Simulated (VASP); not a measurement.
# Si8C7 (a cell with a defect) in VASP: a series of runs

Runs on Si8C7 (a cell with a defect). Level: PBE. Tasks: single point.

Program: VASP 6.6.1. These are calculated values, not measurements. Logs are shortened: lines on timing, memory, paths and dates and some standing lists are left out, and cuts for length are marked.

**1. The cell of the first run**

The cell holds a defect, 15 atoms: a = 6.193 Å, b = 6.193 Å, c = 6.193 Å, α = 60.00°, β = 60.00°, γ = 60.00°.

**2. Single point, PBE**

INCAR

```
PREC     = Accurate       # precision mode
ENCUT    = 520            # plane-wave cutoff, eV
EDIFF    = 1E-6           # SCF threshold, eV
ISMEAR   = 0              # smearing method
SIGMA    = 0.05           # smearing width, eV
LREAL    = Auto         
LASPH    = True           # aspherical terms in the spheres
NELM     = 80             # most SCF steps
ALGO     = Normal         # electronic algorithm
ISIF     = 2              # what is computed and relaxed
LWAVE    = False          # write WAVECAR
LCHARG   = False          # write CHGCAR
GGA      = PE             # functional
NBANDS   = 43             # bands
NELECT   = 56.0
```

KPOINTS

```
Automatic mesh
0
Gamma
  6 6 6
```

POSCAR

```
Si8C7
1.0
   -4.3794502696     -4.3794502696      0.0000000000
    0.0000000000     -4.3794502696      4.3794502696
   -4.3794502696      0.0000000000      4.3794502696
Si C
8 7
Direct
    0.5000000000      0.5000000000      0.0000000000
    0.0000000000      0.5000000000      0.0000000000
    0.5000000000      0.0000000000      0.0000000000
    0.0000000000      0.0000000000      0.0000000000
    0.5000000000      0.5000000000      0.5000000000
    0.0000000000      0.5000000000      0.5000000000
    0.5000000000      0.0000000000      0.5000000000
    0.0000000000      0.0000000000      0.5000000000
    0.6875000000      0.3346349577      0.4153650423
    0.3750000000      0.8750000000      0.3750000000
    0.8750000000      0.8750000000      0.3750000000
    0.3750000000      0.3750000000      0.8750000000
    0.8750000000      0.3750000000      0.8750000000
    0.3750000000      0.8750000000      0.8750000000
    0.8750000000      0.8750000000      0.8750000000
```

Potentials or basis: VASP PAW PBE potentials, release 64 (Si, C).

Command:

```
$ cat potpaw_PBE.64/Si/POTCAR potpaw_PBE.64/C/POTCAR > POTCAR
$ mpirun -np 1 vasp_std > vasp.out
```

OUTCAR:

```text
PREC = Accurate
   ENCUT = 520
   EDIFF = 1E-6
   ISMEAR = 0
   LREAL = Auto
   LASPH = True
   NELM = 80
   ISIF = 2
   GGA = PE
   NELECT = 56.0

 ion  position               nearest neighbor table
   1  0.500  0.500  0.000-  12 1.90  13 1.90  14 1.90   2 3.10   3 3.10   5 3.10   5 3.10   6 3.10
                             7 3.10   3 3.10   4 3.10   7 3.10   2 3.10   4 3.10   6 3.10
   2  0.000  0.500  0.000-  13 1.90  12 1.90  15 1.90   9 2.40   4 3.10   6 3.10   1 3.10   5 3.10
                             6 3.10   8 3.10   3 3.10   4 3.10   8 3.10   1 3.10   3 3.10   5 3.10
   3  0.500  0.000  0.000-  14 1.90  12 1.90  10 1.90  15 1.90   4 3.10   7 3.10   1 3.10   5 3.10
                             7 3.10   8 3.10   1 3.10   2 3.10   5 3.10   2 3.10   4 3.10   8 3.10
   4  0.000  0.000  0.000-  15 1.90  13 1.90  14 1.90  11 1.90   3 3.10   8 3.10   2 3.10   6 3.10
                             7 3.10   8 3.10   1 3.10   2 3.10   6 3.10   1 3.10   3 3.10   7 3.10
   5  0.500  0.500  0.500-   9 1.19  10 1.90  12 1.90   1 3.10   6 3.10   7 3.10   1 3.10   2 3.10
                             3 3.10   3 3.10   7 3.10   8 3.10   2 3.10   6 3.10   8 3.10
   6  0.000  0.500  0.500-  11 1.90  13 1.90   8 3.10   2 3.10   5 3.10   1 3.10   2 3.10   4 3.10
                             4 3.10   7 3.10   8 3.10   1 3.10   5 3.10   7 3.10
   7  0.500  0.000  0.500-  10 1.90  11 1.90  14 1.90   9 2.57   5 3.10   8 3.10   3 3.10   1 3.10
                             3 3.10   4 3.10   1 3.10   5 3.10   6 3.10   4 3.10   6 3.10   8 3.10
   8  0.000  0.000  0.500-  11 1.90  10 1.90  15 1.90   9 2.06   6 3.10   7 3.10   4 3.10   2 3.10
                             3 3.10   4 3.10   2 3.10   5 3.10   6 3.10   3 3.10   5 3.10   7 3.10
   9  0.688  0.335  0.415-   5 1.19   8 2.06   2 2.40   7 2.57
  10  0.375  0.875  0.375-   7 1.90   5 1.90   3 1.90   8 1.90
  11  0.875  0.875  0.375-   8 1.90   6 1.90   7 1.90   4 1.90
  12  0.375  0.375  0.875-   1 1.90   2 1.90   3 1.90   5 1.90
  13  0.875  0.375  0.875-   2 1.90   1 1.90   4 1.90   6 1.90
  14  0.375  0.875  0.875-   3 1.90   1 1.90   4 1.90   7 1.90
  15  0.875  0.875  0.875-   4 1.90   3 1.90   2 1.90   8 1.90

 -----------------------------------------------------------------------------
|                                                                             |
|           W    W    AA    RRRRR   N    N  II  N    N   GGGG   !!!           |
|           W    W   A  A   R    R  NN   N  II  NN   N  G    G  !!!           |
|           W    W  A    A  R    R  N N  N  II  N N  N  G       !!!           |
|           W WW W  AAAAAA  RRRRR   N  N N  II  N  N N  G  GGG   !            |
|           WW  WW  A    A  R   R   N   NN  II  N   NN  G    G                |
|           W    W  A    A  R    R  N    N  II  N    N   GGGG   !!!           |
|                                                                             |
|     The distance between some ions is very small. Please check the          |
|     nearest-neighbor list in the OUTCAR file.                               |
|     I HOPE YOU KNOW WHAT YOU ARE DOING!                                     |
|                                                                             |
 -----------------------------------------------------------------------------

  LATTYP: Found a face centered cubic cell.
 ALAT       =     8.7589005392

  Lattice vectors:

 A1 = (  -4.3794502696,  -4.3794502696,   0.0000000000)
 A2 = (   0.0000000000,  -4.3794502696,   4.3794502696)
 A3 = (  -4.3794502696,   0.0000000000,   4.3794502696)

Analysis of symmetry for initial positions (statically):
=====================================================================
 Subroutine PRICEL returns:
 Original cell was already a primitive cell.

 Routine SETGRP: Setting up the symmetry group for a
 face centered cubic supercell.

 Subroutine GETGRP returns: Found  1 space group operations
 (whereof  1 operations were pure point group operations)
 out of a pool of 48 trial point group operations.

The static configuration has the point symmetry C_1 .

Analysis of symmetry for dynamics (positions and initial velocities):
=====================================================================
 Subroutine PRICEL returns:
 Original cell was already a primitive cell.

 Routine SETGRP: Setting up the symmetry group for a
 face centered cubic supercell.

 Subroutine GETGRP returns: Found  1 space group operations
 (whereof  1 operations were pure point group operations)
 out of a pool of 48 trial point group operations.

The dynamic configuration has the point symmetry C_1 .

 Subroutine INISYM returns: Found  1 space group operations
 (whereof  1 operations are pure point group operations),
 and found     1 'primitive' translations

[... 73 lines left out ...]
 Found    112 irreducible k-points:

 Following reciprocal coordinates:
            Coordinates               Weight
  0.000000  0.000000  0.000000      1.000000
  0.166667  0.000000  0.000000      2.000000
  0.000000  0.166667  0.000000      2.000000
  0.000000  0.000000  0.166667      2.000000
  0.166667  0.166667  0.166667      2.000000
  0.333333  0.000000  0.000000      2.000000
[... 16 lines left out ...]
  0.166667 -0.166667 -0.166667      2.000000
  0.333333  0.333333  0.166667      2.000000
 [... further k-points ...]
   k-points           NKPTS =    112   k-points in BZ     NKDIM =    112   number of bands    NBANDS=     43
   number of dos      NEDOS =    301   number of ions     NIONS =     15
   total plane-waves  NPLWV = 110592
   dimension x,y,z NGX =    48 NGY =   48 NGZ =   48
   dimension x,y,z NGXF=    96 NGYF=   96 NGZF=   96
   ions per type =               8   7
   NGX,Y,Z   is equivalent  to a cutoff of  12.88, 12.88, 12.88 a.u.
   NGXF,Y,Z  is equivalent  to a cutoff of  25.77, 25.77, 25.77 a.u.
 SYSTEM =  unknown system
   PREC   = accura    normal or accurate (medium, high low for compatibility)
   ISTART =      0    job   : 0-new  1-cont  2-samecut
   ICHARG =      2    charge: 1-file 2-atom 10-const
   ISPIN  =      1    spin polarized calculation?
   LNONCOLLINEAR =      F non collinear calculations
   LSORBIT =      F    spin-orbit coupling
   LASPH  =      T    aspherical Exc in radial PAW
   ENCUT  =  520.0 eV  38.22 Ry    6.18 a.u.  11.52 11.52 11.52*2*pi/ulx,y,z
   NELM   =     80;   NELMIN=  2; NELMDL= -5     # of ELM steps
   EDIFF  = 0.1E-05   stopping-criterion for ELM
   LREAL  =      T    real-space projection
   EDIFFG = 0.1E-04   stopping-criterion for IOM
   NSW    =      0    number of steps for IOM
[... 5 lines left out ...]
   TEBEG  =    0.0;   TEEND  =   0.0 temperature during run
   PSTRESS=    0.0 pullay stress
   NELECT =      56.0000    total number of electrons
   NUPDOWN=      -1.0000    fix difference up-down
   EMIN   =  10.00;   EMAX   =-10.00  energy-range for DOS
   EFERMI =   0.00;   METHOD = LEGACY
   ISMEAR =     0;   SIGMA  =   0.05  broadening in eV -4-tet -1-fermi 0-gaus
   EFERMI_NEDOS =   21; number of points for ismear=-14 and -15
   IALGO  =     38    algorithm
   IMIX   =      4    mixing-type and parameters
     AMIX     =   0.40;   BMIX     =  1.00
     AMIX_MAG =   1.60;   BMIX_MAG =  1.00
  volume/ion in A,a.u.               =      11.20        75.58
  Fermi-wavevector in a.u.,A,eV,Ry     =   1.135119  2.145063 17.531029  1.288494
  Thomas-Fermi vector in A             =   2.271823
   LORBIT       =      0    0 simple, 1 ext, 2 COOP (PROOUT), +10 PAW based schemes
   GGA     = PE    functional components
   LHFCALC =     F    Hartree Fock is set to
   AEXX    =    0.0000 exact exchange contribution
   IVDW    =     0    specifies the selected vdW correction
   LEPSILON=     F    determine dielectric tensor
   LRPA    =     F    only Hartree local field effects (RPA)
 non-spin polarized calculation
 Gauss-broadening in eV      SIGMA  =   0.05
  energy-cutoff  :      520.00
  volume of cell :      167.99
 maximum number of plane-waves:      4573
 NGX is ok and might be reduce to    48
   NGX = 23   NGY = 23   NGZ = 23

 number of electron      56.0000009 magnetization

 Free energy of the ion-electron system (eV)
  ---------------------------------------------------
  ext. energy  EPLUGINS =         0.00000000
  ---------------------------------------------------
  free energy    TOTEN  =      -122.84507884 eV

  energy without entropy =     -122.83651220  energy(sigma->0) =     -122.84079552

 E-fermi :   6.9312     XC(G=0): -10.7995

 val. band max:        6.9301927376   @ k =  -0.1667   0.1667   0.0000
 cond. band min:       6.9331618437   @ k =   0.0000  -0.3333   0.1667
 fundamental gap:      0.0029691060
 Fermi energy:         6.9311776222

 k-point     1 :       0.0000    0.0000    0.0000
  band No.  band energies     occupation
      1      -7.3534      2.00000
      2      -4.5996      2.00000
      3      -4.2359      2.00000
      4      -4.0336      2.00000
      5      -3.3878      2.00000
      6      -2.9889      2.00000
[... 1021 lines left out ...]
     39      13.4555      0.00000
     40      13.8105      0.00000

 [... further k-points ...]

 [bands above 40 left out]

------------------------ aborting loop because EDIFF is reached ----------------------------------------

  FORCE on cell =-STRESS in cart. coord.  units (eV):
  Direction    XX          YY          ZZ          XY          YZ          ZX
  --------------------------------------------------------------------------------------
  -------------------------------------------------------------------------------------
  Total      -38.2057287    -49.0646535     17.1587662      2.7433660      4.1763900     23.9684043
  in kB     -364.3764300   -467.9403824    163.6469234     26.1640839     39.8311488    228.5919388
  external PRESSURE =    -222.8899630 kB  Pullay stress =       0.0000000 kB

 VOLUME and BASIS-vectors are now :
 -----------------------------------------------------------------------------
  energy-cutoff  :      520.00
  volume of cell :      167.99
      direct lattice vectors                 reciprocal lattice vectors
    -4.379450270 -4.379450270  0.000000000    -0.114169580 -0.114169580 -0.114169580
     0.000000000 -4.379450270  4.379450270     0.114169580 -0.114169580  0.114169580
    -4.379450270  0.000000000  4.379450270    -0.114169580  0.114169580  0.114169580

 POSITION                                       TOTAL-FORCE (eV/Angst)
 -----------------------------------------------------------------------------------
     -2.18973     -4.37945      2.18973         1.481874     -1.144197     -0.965858
      0.00000     -2.18973      2.18973         1.242149     -0.041877     -0.252085
     -2.18973     -2.18973      0.00000         0.020390     -0.065141      0.017211
      0.00000      0.00000      0.00000        -0.033927      0.001142     -0.042172
     -4.37945     -4.37945      4.37945        23.423455      4.873123     58.907275
     -2.18973     -2.18973      4.37945        -0.090158     -0.048043      1.380104
     -4.37945     -2.18973      2.18973        -1.362789      1.116258     -0.757586
     -2.18973      0.00000      2.18973         0.492694      1.340143      0.291917
     -4.82994     -4.47639      3.28459       -25.235470     -7.709647    -59.168661
     -3.28459     -5.47431      5.47431         1.211326     -0.658161      0.702388
     -5.47431     -7.66404      5.47431         0.523482      0.256377     -1.353321
     -5.47431     -3.28459      5.47431        -1.025354      1.434319      1.316300
     -7.66404     -5.47431      5.47431        -0.168157      0.400086     -0.670590
     -5.47431     -5.47431      7.66404        -0.087303     -0.047843      0.404245
     -7.66404     -7.66404      7.66404        -0.392212      0.293461      0.190833
 -----------------------------------------------------------------------------------
    total drift:                                0.007966     -0.008045     -0.000007

  FREE ENERGIE OF THE ION-ELECTRON SYSTEM (eV)
  ---------------------------------------------------
  free  energy   TOTEN  =      -122.8450788354 eV

  energy  without entropy=     -122.8365122012  energy(sigma->0) =     -122.84079552
```

Run time: 42 min. Hardware: 1 thread of Intel Xeon 8259CL, shared host; peak memory 0.63 GiB.

What came out:

- Free energy: -122.8451 eV
- Largest force: 64.786 eV/Å

Forces in eV/Å, atoms in the order of the input:
```
Si    1.482  -1.144  -0.966
Si    1.242  -0.042  -0.252
Si    0.020  -0.065   0.017
Si   -0.034   0.001  -0.042
Si   23.423   4.873  58.907
Si   -0.090  -0.048   1.380
Si   -1.363   1.116  -0.758
Si    0.493   1.340   0.292
C   -25.235  -7.710 -59.169
C     1.211  -0.658   0.702
C     0.523   0.256  -1.353
C    -1.025   1.434   1.316
C    -0.168   0.400  -0.671
C    -0.087  -0.048   0.404
C    -0.392   0.293   0.191
```

Levels at points of the mesh, in eV from the Fermi level:
```csv
k point,band 25,band 26,band 27,band 28,band 29,band 30,band 31,band 32
"(0.00, 0.00, 0.00)",-0.33,-0.01,0.01,0.32,0.49,1.64,2.80,3.37
"(0.50, 0.00, 0.00)",-0.85,-0.73,-0.69,-0.42,-0.07,1.47,2.25,3.36
"(0.00, 0.50, 0.00)",-1.04,-0.83,-0.40,0.13,0.17,0.41,2.09,3.26
"(0.00, 0.00, 0.50)",-1.24,-1.02,-0.15,0.13,0.17,0.55,2.31,3.24
"(0.50, 0.50, 0.50)",-0.82,-0.79,-0.63,-0.12,0.03,0.74,2.81,3.14
"(0.50, 0.50, 0.00)",-0.87,-0.82,-0.77,-0.45,0.38,1.18,1.59,2.85
"(0.00, 0.50, 0.50)",-1.02,-0.64,-0.62,-0.59,-0.17,-0.14,2.42,3.37
"(0.50, 0.00, 0.50)",-0.84,-0.81,-0.75,-0.56,0.46,1.31,1.84,2.81
```

Caveat: the cell carries a net charge on a neutralising background, which shifts energy and pressure; the cell differs from its parent crystal (atoms taken out, atom 9 moved 0.375 of the way to it and -0.250 Å across, host rigid); the cell is charged against a uniform background, so pressure and absolute levels hang on convention; atoms lie so close that the PAW spheres overlap strongly, which falsifies energies and pressures.

**3. Single point, PBE**

INCAR

```
PREC = Accurate
ENCUT = 520
EDIFF = 1E-6
ISMEAR = 0
SIGMA = 0.05
LREAL = Auto
LASPH = True
NELM = 60
ALGO = Normal
ISIF = 2
LWAVE = False
LCHARG = False
GGA = PE
NELECT = 56.0
NBANDS = 43
```

KPOINTS is that of step 2.

Edit POSCAR of step 2 so:

```diff
@@ -16,3 +16,3 @@
     0.0000000000      0.0000000000      0.5000000000
-    0.6875000000      0.3346349577      0.4153650423
+    0.9375000000      0.3144524366      0.4355475634
     0.3750000000      0.8750000000      0.3750000000
```

Potentials or basis: VASP PAW PBE potentials, release 64 (Si, C).

Command:

```
$ cat potpaw_PBE.64/Si/POTCAR potpaw_PBE.64/C/POTCAR > POTCAR
$ mpirun -np 1 vasp_std > vasp.out
```

Run time: 15 min. Hardware: 1 thread of Intel Xeon Platinum 8488C (Sapphire Rapids), shared host; peak memory 0.62 GiB.

It converged, with:

```yaml
Free_energy: -135.9796 eV
Largest_force: 7.467 eV/Å
```

Forces in eV/Å, atoms in the order of the input:
```
Si   0.861 -1.294 -0.989
Si  -0.248 -0.083 -0.201
Si   0.188  0.180  0.221
Si  -0.060 -0.225  0.143
Si  -1.265 -0.945  0.717
Si  -1.270 -2.820  5.010
Si  -1.304  1.009 -1.041
Si  -2.116  3.394 -3.989
C    7.451 -0.241 -0.433
C   -0.170 -0.254 -0.898
C    0.090 -0.451 -0.036
C   -0.313  0.583 -0.013
C   -1.146  0.354  0.783
C    0.143 -0.001  0.407
C   -0.842  0.793  0.320
```

Levels at points of the mesh, in eV from the Fermi level:
```csv
k point,band 25,band 26,band 27,band 28,band 29,band 30,band 31,band 32
"(0.00, 0.00, 0.00)",-0.20,0.03,0.35,0.46,0.69,2.32,2.69,3.33
"(0.50, 0.00, 0.00)",-1.04,-0.61,-0.57,-0.16,0.42,0.90,3.36,3.64
"(0.00, 0.50, 0.00)",-1.08,-0.70,-0.17,0.24,0.31,0.76,3.20,3.84
"(0.00, 0.00, 0.50)",-1.26,-0.96,-0.43,0.22,0.25,0.73,3.03,3.66
"(0.50, 0.50, 0.50)",-0.96,-0.56,-0.53,0.04,0.18,0.88,3.41,3.63
"(0.50, 0.50, 0.00)",-0.72,-0.68,-0.59,-0.25,0.04,0.62,2.91,3.09
"(0.00, 0.50, 0.50)",-0.70,-0.59,-0.39,-0.38,-0.18,0.43,2.91,3.30
"(0.50, 0.00, 0.50)",-0.72,-0.68,-0.57,-0.32,0.00,0.62,2.88,3.10
```

Caveat: the cell carries a net charge on a neutralising background, which shifts energy and pressure; the cell differs from its parent crystal (atoms taken out, atom 9 moved -0.125 of the way to it and -0.375 Å across, host rigid); the cell is charged against a uniform background, so pressure and absolute levels hang on convention.
